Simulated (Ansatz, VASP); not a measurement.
CaF2: VASP beside Ansatz

The input INCAR:

```
SYSTEM = CaF2
PREC = Accurate ; ENCUT = 600
EDIFF = 1E-6 ; ISMEAR = -1
SIGMA = 0.02 ; LREAL = .FALSE.
LASPH = .TRUE. ; NELM = 120
ALGO = Normal ; ISIF = 2
LWAVE = .FALSE. ; LCHARG = .FALSE.
GGA = PE ; NBANDS = 19
GGA_COMPAT = .FALSE.
```

The input KPOINTS:

```
Automatic mesh
0
G
  8 8 8
  0 0 0
```

The input POSCAR:

```
CaF2
1.0
    0.0000000000      2.6652011144      2.6652011144
    2.6652011144      0.0000000000      2.6652011144
    2.6652011144      2.6652011144      0.0000000000
Ca F
1 2
Direct
    0.0000000000      0.0000000000      0.0000000000
    0.2500000000      0.2500000000      0.2500000000
    0.7500000000      0.7500000000      0.7500000000
```

Input for Ansatz:

```yaml
crystal:
  lattice:
    - [0.0, 2.6652011144, 2.6652011144]
    - [2.6652011144, 0.0, 2.6652011144]
    - [2.6652011144, 2.6652011144, 0.0]
  atoms:
    - { symbol: Ca, position: [0.0, 0.0, 0.0] }
    - { symbol: F, position: [0.25, 0.25, 0.25] }
    - { symbol: F, position: [0.75, 0.75, 0.75] }
kpoints:
  mp_grid: { grid: [8, 8, 8] }
  band_path:
    path:
      - [0.0, 0.0, 0.0]
      - [0.5, 0.0, 0.5]
      - [0.625, 0.25, 0.625]
      - [0.375, 0.375, 0.75]
      - [0.5, 0.5, 0.5]
      - [0.5, 0.25, 0.75]
      - [0.0, 0.5, 0.5]
    npoints: 1
hamiltonian:
  xc: pbe
scf:
  occupations: { method: fermi_dirac, width: 0.02 }
  n_extra_bands: 4
output:
  forces: true
  stress: true
  eigenvalues: true
```

Change from the starting cell: hydrostatic strain -2.0%.

Alike in both runs: task single point; functional PBE; k mesh 8 × 8 × 8; occupations fermi-dirac, width 0.02 eV; no spin polarisation.

|  | VASP | Ansatz |
| --- | --- | --- |
| version | VASP 6.6.1 | Ansatz 0.2.0 |
| potentials or method | VASP PAW PBE potentials, release 64 (Ca_sv, F) | plane waves, PAW |
| plane-wave cutoff (eV) | 600 | 420 |
| valence electrons in the cell | 24 | 24 |

VASP gave:

* gap on the k mesh at the Fermi level (eV): 7.73
* pressure (GPa): 10.1

Problem. What did Ansatz give for the same quantities?

Solution. gap on the k mesh at the Fermi level (eV): 7.75; pressure (GPa): 9.7.

With one functional, cell and mesh, what is left measures potentials, basis and numerics.
